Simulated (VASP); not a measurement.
## Nb2W: single point with PBE

Nb2W:

```
CELL_PARAMETERS angstrom
2.98609 0.00000 0.00000
-1.49305 2.58603 0.00000
0.00000 0.00000 11.61468
ATOMIC_POSITIONS crystal
Nb 0.33333 0.66667 0.62750
Nb 0.66667 0.33333 0.12750
Nb 0.33333 0.66667 0.87250
Nb 0.66667 0.33333 0.37250
W 0.33333 0.66667 0.25000
W 0.66667 0.33333 0.75000
```

| Quantity | Value |
| --- | --- |
| Program | VASP 6.6.1 |
| Task | single point |
| Functional | PBE |
| Potentials or basis | VASP PAW PBE potentials, release 64 (Nb_sv, W_sv) |
| Cutoff | 520 eV |
| k mesh | 6 × 6 × 2 |
| Occupations | gaussian, width 0.1 eV |
| Spin | no spin polarisation |

```yaml
Pressure: 129.2 GPa
Largest_force: 14.259 eV/Å
Band_gap_on_the_k_mesh: zero (band 40 reaches 13.70 eV, above the bottom of band 41 at 12.91 eV)
```

Forces in eV/Å, atoms in the order of the input:
```
Nb    0.000   0.000 -14.259
Nb    0.000   0.000 -14.259
Nb    0.000   0.000  14.259
Nb    0.000   0.000  14.259
W     0.000   0.000   0.000
W     0.000   0.000   0.000
```

Stress tensor (GPa, compression positive):
```
124.48   0.00   0.00
  0.00 124.48   0.00
  0.00   0.00 138.67
```

Levels at points of the mesh, in eV from the Fermi level:
```
           k point  band 36  band 37  band 38  band 39  band 40  band 41  band 42  band 43  band 44  band 45
(0.00, 0.00, 0.00)    -4.20    -4.20    -3.47    -1.24    -0.96     0.11     0.11     0.34     0.34     1.59
(0.50, 0.00, 0.00)    -0.89    -0.38    -0.30     0.11     0.35     0.51     0.97     2.21     2.50     3.05
(0.00, 0.00, 0.50)    -4.23    -3.86    -3.86    -1.12    -1.12     0.22     0.22     0.22     0.22     1.87
(0.50, 0.00, 0.50)    -1.31    -0.14    -0.14    -0.09    -0.09     1.32     1.32     2.32     2.32     2.65
```

Wall time 94 s on 1 thread of Intel(R) Xeon(R) 6975P-C (Granite Rapids), with other jobs on the host, peak memory 0.23 GiB.

Caveat: the k points lie up to 0.40 Å⁻¹ apart; spin-orbit coupling is left out, which moves the levels of the heavy elements; forces of over 1 eV/Å act on the atoms, so gaps and moduli don't describe the material at rest.
